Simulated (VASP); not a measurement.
# Sn3GeCl (Pm-3m) in VASP: density of states with PBE

Aim: the density of states of Sn3GeCl with PBE.

Program: VASP 6.6.1. These are calculated values, not measurements. Logs are shortened: lines on timing, memory, paths and dates and some standing lists are left out, and cuts for length are marked.

## (1) The cell of the first run

It takes space group Pm-3m (No. 221, cubic). Conventional cell: a = 5.399 Å, b = 5.399 Å, c = 5.399 Å, α = 90.00°, β = 90.00°, γ = 90.00°. Sn (site symmetry 4/mmm) has 2 Cl at 2.70 Å within 3.6 Å. Within 5.0 Å of Ge (site symmetry m-3m) lie 12 Sn at 3.82 Å and 8 Cl at 4.68 Å. Within 3.6 Å of Cl (site symmetry m-3m) lie 6 Sn at 2.70 Å.

## (2) Density of states, PBE

POSCAR

```
Sn3GeCl
1.0
    5.3987204876      0.0000000000      0.0000000000
    0.0000000000      5.3987204876      0.0000000000
    0.0000000000      0.0000000000      5.3987204876
Sn Ge Cl
3 1 1
Direct
    0.0000000000      0.5000000000      0.5000000000
    0.5000000000      0.0000000000      0.5000000000
    0.5000000000      0.5000000000      0.0000000000
    0.0000000000      0.0000000000      0.0000000000
    0.5000000000      0.5000000000      0.5000000000
```

INCAR.step1

```
SYSTEM = Sn3GeCl
PREC = Accurate
ENCUT = 520
EDIFF = 1E-6
ISMEAR = 0
SIGMA = 0.1
LREAL = .False.
LASPH = .True.
NELM = 100
ALGO = Normal
ISIF = 2
LWAVE = .False.
LCHARG = .True.
GGA = PE
NBANDS = 40
```

KPOINTS.step1

```
Automatic mesh
0
Gamma
  8 8 8
  0 0 0
```

INCAR.step2

```
SYSTEM = Sn3GeCl
PREC = Accurate
ENCUT = 520
EDIFF = 1E-6
ISMEAR = -5
SIGMA = 0.1
LREAL = .False.
LASPH = .True.
NELM = 100
ALGO = Normal
ISIF = 2
LWAVE = .False.
LCHARG = .False.
GGA = PE
LORBIT = 11
NBANDS = 40
NEDOS = 1001
ICHARG = 11
```

KPOINTS.step2

```
Automatic mesh
0
Gamma
  12 12 12
  0 0 0
```

Potentials or basis: VASP PAW PBE potentials, release 64 (Sn_d, Ge_d, Cl).

The run is started by

```sh
cat potpaw_PBE.64/Sn_d/POTCAR potpaw_PBE.64/Ge_d/POTCAR potpaw_PBE.64/Cl/POTCAR > POTCAR
cp INCAR.step1 INCAR
cp KPOINTS.step1 KPOINTS
mpirun -np 1 vasp_std > vasp.out
cp INCAR.step2 INCAR
cp KPOINTS.step2 KPOINTS
mpirun -np 1 vasp_std > vasp.out
```

OUTCAR:

```text
SYSTEM = Sn3GeCl
   PREC = Accurate
   ENCUT = 520
   EDIFF = 1E-6
   ISMEAR = -5
   LREAL = .False.
   LASPH = .True.
   NELM = 100
   ISIF = 2
   GGA = PE
   LORBIT = 11
   ICHARG = 11

 ion  position               nearest neighbor table
   1  0.000  0.500  0.500-   5 2.70   5 2.70
   2  0.500  0.000  0.500-   5 2.70   5 2.70
   3  0.500  0.500  0.000-   5 2.70   5 2.70
   4  0.000  0.000  0.000-
   5  0.500  0.500  0.500-   1 2.70   2 2.70   3 2.70   3 2.70   2 2.70   1 2.70

  LATTYP: Found a simple cubic cell.
 ALAT       =     5.3987204876

  Lattice vectors:

 A1 = (   5.3987204876,   0.0000000000,   0.0000000000)
 A2 = (   0.0000000000,   5.3987204876,   0.0000000000)
 A3 = (   0.0000000000,   0.0000000000,   5.3987204876)

Analysis of symmetry for initial positions (statically):
=====================================================================
 Subroutine PRICEL returns:
 Original cell was already a primitive cell.

 Routine SETGRP: Setting up the symmetry group for a
 simple cubic supercell.

 Subroutine GETGRP returns: Found 48 space group operations
 (whereof 48 operations were pure point group operations)
 out of a pool of 48 trial point group operations.

The static configuration has the point symmetry O_h .

Analysis of symmetry for dynamics (positions and initial velocities):
=====================================================================
 Subroutine PRICEL returns:
 Original cell was already a primitive cell.

 Routine SETGRP: Setting up the symmetry group for a
 simple cubic supercell.

 Subroutine GETGRP returns: Found 48 space group operations
 (whereof 48 operations were pure point group operations)
 out of a pool of 48 trial point group operations.

The dynamic configuration has the point symmetry O_h .

 Subroutine INISYM returns: Found 48 space group operations
 (whereof 48 operations are pure point group operations),
 and found     1 'primitive' translations

----------------------------------------------------------------------------------------

                                     Primitive cell

  volume of cell :     157.3521

  direct lattice vectors                    reciprocal lattice vectors
     5.398720488  0.000000000  0.000000000     0.185229075  0.000000000  0.000000000
     0.000000000  5.398720488  0.000000000     0.000000000  0.185229075  0.000000000
     0.000000000  0.000000000  5.398720488     0.000000000  0.000000000  0.185229075

  length of vectors
[... 96 lines left out ...]
   ISIF   =      2    stress and relaxation
   ISYM   =      2    0-nonsym 1-usesym 2-fastsym
   POTIM  = 0.5000    time-step for ionic-motion
   TEBEG  =    0.0;   TEEND  =   0.0 temperature during run
   PSTRESS=    0.0 pullay stress
   NELECT =      63.0000    total number of electrons
   NUPDOWN=      -1.0000    fix difference up-down
   EMIN   =  10.00;   EMAX   =-10.00  energy-range for DOS
   EFERMI =   0.00;   METHOD = LEGACY
   ISMEAR =    -5;   SIGMA  =   0.10  broadening in eV -4-tet -1-fermi 0-gaus
   EFERMI_NEDOS =   21; number of points for ismear=-14 and -15
   IALGO  =     38    algorithm
   IMIX   =      4    mixing-type and parameters
     AMIX     =   0.40;   BMIX     =  1.00
     AMIX_MAG =   1.60;   BMIX_MAG =  1.00
  volume/ion in A,a.u.               =      31.47       212.37
  Fermi-wavevector in a.u.,A,eV,Ry     =   1.206602  2.280148 19.808576  1.455889
  Thomas-Fermi vector in A             =   2.342265
   LORBIT       =     11    0 simple, 1 ext, 2 COOP (PROOUT), +10 PAW based schemes
   GGA     = PE    functional components
   LHFCALC =     F    Hartree Fock is set to
   AEXX    =    0.0000 exact exchange contribution
   IVDW    =     0    specifies the selected vdW correction
   LEPSILON=     F    determine dielectric tensor
   LRPA    =     F    only Hartree local field effects (RPA)
 non-spin polarized calculation
 Fermi weights with tetrahedron method with Bloechl corrections
  energy-cutoff  :      520.00
  volume of cell :      157.35
 maximum number of plane-waves:      4272

 number of electron      62.9999991 magnetization

 Free energy of the ion-electron system (eV)
  ---------------------------------------------------
  ext. energy  EPLUGINS =         0.00000000
  ---------------------------------------------------
  free energy    TOTEN  =       -15.26443307 eV

  energy without entropy =      -15.26443307  energy(sigma->0) =      -15.26443307

 E-fermi :   5.2028     XC(G=0):  -9.1312

 val. band max:        5.2625113014   @ k =   0.5000   0.5000   0.0833
 cond. band min:       5.1711200201   @ k =   0.5000   0.5000   0.0000
 fundamental gap:     -0.0913912813
 Fermi energy:         5.2027611690

 k-point     1 :       0.0000    0.0000    0.0000
  band No.  band energies     occupation
      1     -19.7708      2.00000
      2     -19.7708      2.00000
      3     -19.7708      2.00000
      4     -19.7705      2.00000
      5     -19.7705      2.00000
      6     -17.2145      2.00000
[... 1021 lines left out ...]
     39       8.6228      0.00000
     40       9.0500      0.00000

 [... further k-points ...]
[... 5 lines left out ...]
  --------------------------------------------------------------------------------------
  -------------------------------------------------------------------------------------
  Total        0.1989454      0.1989454      0.1989454     -0.0000000      0.0000000      0.0000000
  in kB        2.0256854      2.0256854      2.0256854     -0.0000000      0.0000000      0.0000000
  external PRESSURE =       2.0256854 kB  Pullay stress =       0.0000000 kB

 VOLUME and BASIS-vectors are now :
 -----------------------------------------------------------------------------
  energy-cutoff  :      520.00
  volume of cell :      157.35
      direct lattice vectors                 reciprocal lattice vectors
     5.398720488  0.000000000  0.000000000     0.185229075  0.000000000  0.000000000
     0.000000000  5.398720488  0.000000000     0.000000000  0.185229075  0.000000000
     0.000000000  0.000000000  5.398720488     0.000000000  0.000000000  0.185229075

 POSITION                                       TOTAL-FORCE (eV/Angst)
 -----------------------------------------------------------------------------------
      0.00000      2.69936      2.69936         0.000000      0.000000      0.000000
      2.69936      0.00000      2.69936         0.000000      0.000000      0.000000
      2.69936      2.69936      0.00000         0.000000      0.000000      0.000000
      0.00000      0.00000      0.00000         0.000000      0.000000      0.000000
      2.69936      2.69936      2.69936         0.000000      0.000000      0.000000
 -----------------------------------------------------------------------------------
    total drift:                                0.000000     -0.000000     -0.000000

  FREE ENERGIE OF THE ION-ELECTRON SYSTEM (eV)
  ---------------------------------------------------
  free  energy   TOTEN  =       -15.2644330715 eV

  energy  without entropy=      -15.2644330715  energy(sigma->0) =      -15.26443307

 total charge

# of ion       s       p       d       tot
------------------------------------------
    1        1.368   0.710   9.966  12.043
    2        1.368   0.710   9.966  12.043
    3        1.368   0.710   9.966  12.043
    4        1.324   0.699   9.964  11.987
    5        1.629   3.500   0.000   5.129
--------------------------------------------------
tot          7.056   6.328  39.862  53.246
```

OUTCAR.step1:

```text
SYSTEM = Sn3GeCl
   PREC = Accurate
   ENCUT = 520
   EDIFF = 1E-6
   ISMEAR = 0
   LREAL = .False.
   LASPH = .True.
   NELM = 100
[... 1263 lines left out ...]
      2.69936      2.69936      0.00000         0.000000      0.000000      0.000000
      0.00000      0.00000      0.00000         0.000000      0.000000      0.000000
      2.69936      2.69936      2.69936         0.000000      0.000000      0.000000
 -----------------------------------------------------------------------------------
    total drift:                               -0.000000     -0.000000     -0.000000

  FREE ENERGIE OF THE ION-ELECTRON SYSTEM (eV)
  ---------------------------------------------------
  free  energy   TOTEN  =       -15.2823998525 eV

  energy  without entropy=      -15.2678792189  energy(sigma->0) =      -15.27513954
```

OSZICAR.step1:

```text
N       E                     dE             d eps       ncg     rms          rms(c)
DAV:   1     0.650710885205E+03    0.65071E+03   -0.30900E+04  3240   0.259E+03
DAV:   2     0.105044001097E+03   -0.54567E+03   -0.52664E+03  2800   0.732E+02
DAV:   3    -0.735513119799E+01   -0.11240E+03   -0.10922E+03  3304   0.223E+02
DAV:   4    -0.152191835460E+02   -0.78641E+01   -0.78302E+01  3248   0.655E+01
DAV:   5    -0.154478448443E+02   -0.22866E+00   -0.22863E+00  3120   0.117E+01    0.101E+01
DAV:   6    -0.153037102160E+02    0.14413E+00   -0.26450E-01  3904   0.344E+00    0.639E+00
DAV:   7    -0.152830155174E+02    0.20695E-01   -0.10553E-01  3128   0.191E+00    0.167E+00
DAV:   8    -0.152821793982E+02    0.83612E-03   -0.10518E-02  3328   0.634E-01    0.200E-01
DAV:   9    -0.152823521108E+02   -0.17271E-03   -0.27284E-03  3344   0.364E-01    0.736E-02
DAV:  10    -0.152823831182E+02   -0.31007E-04   -0.15899E-04  3424   0.799E-02    0.351E-02
DAV:  11    -0.152823975708E+02   -0.14453E-04   -0.51704E-05  2720   0.439E-02    0.104E-02
DAV:  12    -0.152824003384E+02   -0.27676E-05   -0.81408E-06  2744   0.194E-02    0.340E-03
DAV:  13    -0.152823998525E+02    0.48585E-06   -0.23336E-06  2200   0.122E-02
   1 F= -.15282400E+02 E0= -.15275140E+02  d E =-.145206E-01
```

Run time: 4.9 min. Hardware: 1 thread of Intel Xeon Platinum 8488C (Sapphire Rapids), shared host; peak memory 0.56 GiB.

Results:

* Valence electrons inside the program's atomic spheres: Sn 12.04; Ge 11.99; Cl 5.13

Caveat: spin-orbit coupling is left out, which moves the levels of the heavy elements; an odd number of electrons without spin polarisation forces a metal; a magnetic or distorted state may lie lower; tetrahedron occupations give inexact forces and stress in metals.
